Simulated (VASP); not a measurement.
Input of a VASP 6.6.1 run:

The input INCAR:

```
  ALGO = Normal
  EDIFF = 1E-6
  ENCUT = 520
  GGA = PS
  ISIF = 2
  ISMEAR = 0
  LASPH = T
  LCHARG = F
  LREAL = F
  LWAVE = F
  NBANDS = 20
  NELM = 60
  PREC = Accurate
  SIGMA = 0.1
```

KPOINTS

```
k-points
0
Gamma
  18 18 8
```

POSCAR

```
Ta2C
1.0
    3.0953006935      0.0000000000      0.0000000000
   -1.5476503468      2.6806090329      0.0000000000
    0.0000000000      0.0000000000      4.9210802998
Ta C
2 1
Direct
    0.3333333333      0.6666666667      0.2528761936
    0.6666666667      0.3333333333      0.7471238064
    0.0000000000      0.0000000000      0.0000000000
```

Potentials or basis: VASP PAW PBE potentials, release 64 (Ta_pv, C).

Launch:

```bash
$ cat potpaw_PBE.64/Ta_pv/POTCAR potpaw_PBE.64/C/POTCAR > POTCAR
$ mpirun -np 1 vasp_std > vasp.out
```

(1) What does it give for the pressure?

(2) What does it give for the largest force?

Results:

(1) 0.5 GPa.

(2) 0.047 eV/Å.

Caveat: the PAW data sets were made with another functional, which shifts forces and pressure a little.
